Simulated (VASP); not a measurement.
# SiTe4H (P4/mmm) in VASP: further runs, part 2 of 3

VASP 6.6.1.

## (4) Single point, PBE

This run uses another cell than the first one, of 29.60 Å³/atom, 0.934 times its volume.

Contents of INCAR:

```
SYSTEM = SiTe4H
PREC = Accurate
ENCUT = 520
EDIFF = 1E-6
ISMEAR = 0
SIGMA = 0.1
LREAL = .False.
LASPH = .True.
NELM = 80
ALGO = Normal
ISIF = 2
LWAVE = .False.
LCHARG = .False.
GGA = PE
NBANDS = 24
```

Contents of KPOINTS:

```
Automatic mesh
0
Gamma
  6 6 12
  0 0 0
```

Contents of POSCAR:

```
SiTe4H
1.0
    7.6359266668      0.0000000000      0.0000000000
    0.0000000000      7.6359266668      0.0000000000
    0.0000000000      0.0000000000      3.0462591997
Si Te H
1 4 1
Direct
    0.0000000000      0.0000000000      0.0000000000
    0.1891291436      0.5000000000      0.5000000000
    0.8108708564      0.5000000000      0.5000000000
    0.5000000000      0.8108708564      0.5000000000
    0.5000000000      0.1891291436      0.5000000000
    0.5000000000      0.5000000000      0.5000000000
```

Potentials or basis: VASP PAW PBE potentials, release 64 (Si, Te, H).

The run is started by

```
$ cat potpaw_PBE.64/Si/POTCAR potpaw_PBE.64/Te/POTCAR potpaw_PBE.64/H/POTCAR > POTCAR
$ mpirun -np 1 vasp_std > vasp.out
```

OUTCAR:

```text
SYSTEM = SiTe4H
   PREC = Accurate
   ENCUT = 520
   EDIFF = 1E-6
   ISMEAR = 0
   LREAL = .False.
   LASPH = .True.
   NELM = 80
   ISIF = 2
   GGA = PE

 ion  position               nearest neighbor table
   1  0.000  0.000  0.000-
   2  0.189  0.500  0.500-   3 2.89   4 3.36   5 3.36
   3  0.811  0.500  0.500-   2 2.89   4 3.36   5 3.36
   4  0.500  0.811  0.500-   5 2.89   3 3.36   2 3.36
   5  0.500  0.189  0.500-   4 2.89   3 3.36   2 3.36
   6  0.500  0.500  0.500-

  LATTYP: Found a simple tetragonal cell.
 ALAT       =     7.6359266668
 C/A-ratio  =     0.3989377233

  Lattice vectors:

 A1 = (   7.6359266668,   0.0000000000,   0.0000000000)
 A2 = (   0.0000000000,   7.6359266668,   0.0000000000)
 A3 = (   0.0000000000,   0.0000000000,   3.0462591997)

Analysis of symmetry for initial positions (statically):
=====================================================================
 Subroutine PRICEL returns:
 Original cell was already a primitive cell.

[... 173 lines left out ...]
  ---------------------------------------------------
  free energy    TOTEN  =       -16.79694926 eV

  energy without entropy =      -16.77598517  energy(sigma->0) =      -16.78646721

 E-fermi :   4.8159     XC(G=0):  -8.7472

 val. band max:        4.8060886941   @ k =   0.5000   0.5000   0.2500
 cond. band min:       4.8229018637   @ k =   0.5000   0.1667   0.0000
 fundamental gap:      0.0168131696
 Fermi energy:         4.8159307545

 k-point     1 :       0.0000    0.0000    0.0000
  band No.  band energies     occupation
      1      -8.7624      2.00000
      2      -7.7355      2.00000
      3      -6.6916      2.00000
      4      -6.6916      2.00000
      5      -2.8334      2.00000
      6      -2.1999      2.00000
[... 637 lines left out ...]
     23      11.4049      0.00000
     24      11.7910      0.00000

 [... further k-points ...]
[... 5 lines left out ...]
  --------------------------------------------------------------------------------------
  -------------------------------------------------------------------------------------
  Total        0.0033909      0.0033909     -0.0368984      0.0000000      0.0000000     -0.0000000
  in kB        0.0305872      0.0305872     -0.3328339      0.0000000      0.0000000     -0.0000000
  external PRESSURE =      -0.0905532 kB  Pullay stress =       0.0000000 kB

 VOLUME and BASIS-vectors are now :
 -----------------------------------------------------------------------------
  energy-cutoff  :      520.00
  volume of cell :      177.62
      direct lattice vectors                 reciprocal lattice vectors
     7.635926667  0.000000000  0.000000000     0.130959875  0.000000000  0.000000000
     0.000000000  7.635926667  0.000000000     0.000000000  0.130959875  0.000000000
     0.000000000  0.000000000  3.046259200     0.000000000  0.000000000  0.328271475

 POSITION                                       TOTAL-FORCE (eV/Angst)
 -----------------------------------------------------------------------------------
      0.00000      0.00000      0.00000        -0.000000     -0.000000     -0.000000
      1.44418      3.81796      1.52313         0.015528     -0.000000      0.000000
      6.19175      3.81796      1.52313        -0.015528     -0.000000     -0.000000
      3.81796      6.19175      1.52313        -0.000000     -0.015528      0.000000
      3.81796      1.44418      1.52313        -0.000000      0.015528      0.000000
      3.81796      3.81796      1.52313        -0.000000     -0.000000     -0.000000
 -----------------------------------------------------------------------------------
    total drift:                               -0.000000      0.000000      0.000000

  FREE ENERGIE OF THE ION-ELECTRON SYSTEM (eV)
  ---------------------------------------------------
  free  energy   TOTEN  =       -16.7969492579 eV

  energy  without entropy=      -16.7759851691  energy(sigma->0) =      -16.78646721
```

Wall time 4.7 min (1 thread of Oxide Virtual Turin-like, shared host); peak memory 0.42 GiB.

What came out:

- Free energy: -16.7969 eV
- Pressure: 0.0 GPa
- Largest force: 0.016 eV/Å

Forces in eV/Å, atoms in the order of the input:
```
Si   0.000  0.000  0.000
Te   0.016  0.000  0.000
Te  -0.016  0.000  0.000
Te   0.000 -0.016  0.000
Te   0.000  0.016  0.000
H    0.000  0.000  0.000
```

Levels at points of the mesh, in eV from the Fermi level:
```tsv
k point	band 11	band 12	band 13	band 14	band 15	band 16	band 17	band 18	band 19	band 20
(0.00, 0.00, 0.00)	-0.60	-0.60	-0.16	0.26	0.88	0.88	2.52	3.37	4.16	4.16
(0.50, 0.00, 0.00)	-1.30	-0.99	-0.70	0.23	0.42	2.77	2.94	2.96	4.16	4.30
(0.50, 0.50, 0.00)	-1.79	-1.79	-0.02	-0.02	2.47	2.97	2.97	3.22	3.53	4.67
(0.00, 0.00, 0.50)	-2.01	-1.65	-1.35	-1.35	-0.85	1.12	1.12	1.30	1.90	1.90
(0.50, 0.00, 0.50)	-3.16	-2.23	-2.20	-0.32	-0.27	0.37	0.99	1.11	1.38	2.36
(0.50, 0.50, 0.50)	-3.05	-3.05	-2.97	-1.45	0.11	0.61	0.61	1.41	1.41	3.51
```

Caveat: spin-orbit coupling is left out, which moves the levels of the heavy elements.

(Part 2 of 3 ends here.)
